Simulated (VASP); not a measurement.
A run of VASP 6.6.1 is set up as follows.

File INCAR:

```
  PREC = Accurate
  ENCUT = 520
  EDIFF = 1E-6
  ISMEAR = -1
  SIGMA = 0.1
  LREAL = False
  LASPH = True
  NELM = 150
  ALGO = Normal
  ISIF = 2
  LWAVE = False
  LCHARG = False
  ISPIN = 2
  MAGMOM = 4 4
  LORBIT = 11
  LMAXMIX = 4
  GGA = PE
  ISYM = 0
  NBANDS = 19
```

Contents of KPOINTS:

```
Automatic mesh
0
Gamma
  12 12 6
```

File POSCAR:

```
Fe
1.0
    0.0000000000      1.8260000000      1.8260000000
    1.8260000000      0.0000000000      1.8260000000
    3.6520000000      3.6520000000      0.0000000000
Fe
2
Direct
    0.0000000000      0.0000000000      0.0000000000
    0.0000000000      0.0000000000      0.5000000000
```

Potentials or basis: VASP PAW PBE potentials, release 64 (Fe).

Run with:

```sh
$ cat potpaw_PBE.64/Fe/POTCAR > POTCAR
$ mpirun -np 1 vasp_std > vasp.out
```

Task: Estimate the pressure.

Result: -2.5 GPa.

Task: What does it give for the net moment?

Result: 5.15 μB per cell.

Task: Estimate the site moments.

Result: Fe +2.57 μB.
